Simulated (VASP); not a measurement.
Here is a VASP 6.6.1 calculation.

INCAR

```
SYSTEM = AlCo
ALGO = Normal
EDIFF = 1E-7
EDIFFG = -0.002
ENCUT = 600
GGA = PS
IBRION = 2
ISIF = 3
ISMEAR = -1
LASPH = .True.
LCHARG = .False.
LREAL = .False.
LWAVE = .False.
NELM = 80
NSW = 100
PREC = Accurate
SIGMA = 0.1
```

The input KPOINTS:

```
k-points
0
Gamma
  16 16 16
  0 0 0
```

File POSCAR:

```
AlCo
1.0
    2.8194032100      0.0000000000      0.0000000000
    0.0000000000      2.8194032100      0.0000000000
    0.0000000000      0.0000000000      2.8194032100
Al Co
1 1
Direct
    0.0000000000      0.0000000000      0.0000000000
    0.5000000000      0.5000000000      0.5000000000
```

Potentials or basis: VASP PAW PBE potentials, release 64 (Al, Co).

The run is started by

```sh
$ cat potpaw_PBE.64/Al/POTCAR potpaw_PBE.64/Co/POTCAR > POTCAR
$ mpirun -np 1 vasp_std > vasp.out
```

(1) Estimate the space group after relaxing (to 0.05 Å).

(2) Predict the relaxed volume.

(3) Estimate the relaxed cell.

(4) Estimate the band gap on the k mesh.

Answers

(1) Pm-3m (No. 221).

(2) 11.26 Å³/atom.

(3) a = 2.824 Å, b = 2.824 Å, c = 2.824 Å, α = 90.00°, β = 90.00°, γ = 90.00°.

(4) zero (band 6 reaches 13.19 eV, above the bottom of band 7 at 10.56 eV).

Caveat: the PAW data sets were made with another functional, which shifts forces and pressure a little.
